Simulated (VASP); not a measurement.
Set up this calculation in VASP 6.6.1, as the native input.

```yaml
Task: relaxation of cell and atoms
Functional: PBE
Potentials_or_basis: VASP PAW PBE potentials, release 64 (Pt, C)
Cutoff: 600 eV
k_mesh: 18 × 18 × 8
Occupations: gaussian, width 0.1 eV
Spin: no spin polarisation
Dipole_correction: no
Further_INCAR_settings: ALGO = Normal; EDIFF = 1e-07; IBRION = 2; EDIFFG = -0.01; NSW = 100; ISIF = 3
```

The structure of PtC lies in POSCAR:

```
PtC
1.0
    3.2222591691      0.0000000000      0.0000000000
   -1.6111295845      2.7905582980      0.0000000000
    0.0000000000      0.0000000000      5.8444121468
Pt C
2 2
Direct
    0.3333333333      0.6666666667      0.0100946311
    0.6666666667      0.3333333333      0.5100946311
    0.3333333333      0.6666666667      0.3720053689
    0.6666666667      0.3333333333      0.8720053689
```

One way to write it, as run:

INCAR

```
SYSTEM = PtC
ALGO = Normal
EDIFF = 1E-7
EDIFFG = -0.01
ENCUT = 600
GGA = PE
IBRION = 2
ISIF = 3
ISMEAR = 0
LASPH = .TRUE.
LCHARG = .FALSE.
LREAL = .FALSE.
LWAVE = .FALSE.
NELM = 80
NSW = 100
PREC = Accurate
SIGMA = 0.1
```

KPOINTS

```
k-points
0
G
  18 18 8
  0 0 0
```

Potentials or basis: VASP PAW PBE potentials, release 64 (Pt, C).

Command:

```console
$ cat potpaw_PBE.64/Pt/POTCAR potpaw_PBE.64/C/POTCAR > POTCAR
$ mpirun -np 1 vasp_std > vasp.out
```

Results of the run:

| Quantity | Value |
| --- | --- |
| Relaxed volume | 13.16 Å³/atom |
| Relaxed cell | a = 3.224 Å, b = 3.224 Å, c = 5.848 Å, α = 90.00°, β = 90.00°, γ = 120.00° |
| Space group after relaxing (to 0.1 Å) | P6_3mc (No. 186) |
| Energy gained by relaxing | 0.1 meV/atom |
| Ionic steps | 5 |
| Pressure after relaxing | 0.0 GPa |
| Band gap on the k mesh | zero (bands 14 and 15 overlap by 3.72 eV) |

Caveat: spin-orbit coupling is left out, which moves the levels of the heavy elements.

Wall time 5.8 min on 1 thread of AMD EPYC 9R45 96-Core Processor (Zen 5), on a shared host, peak memory 0.31 GiB.
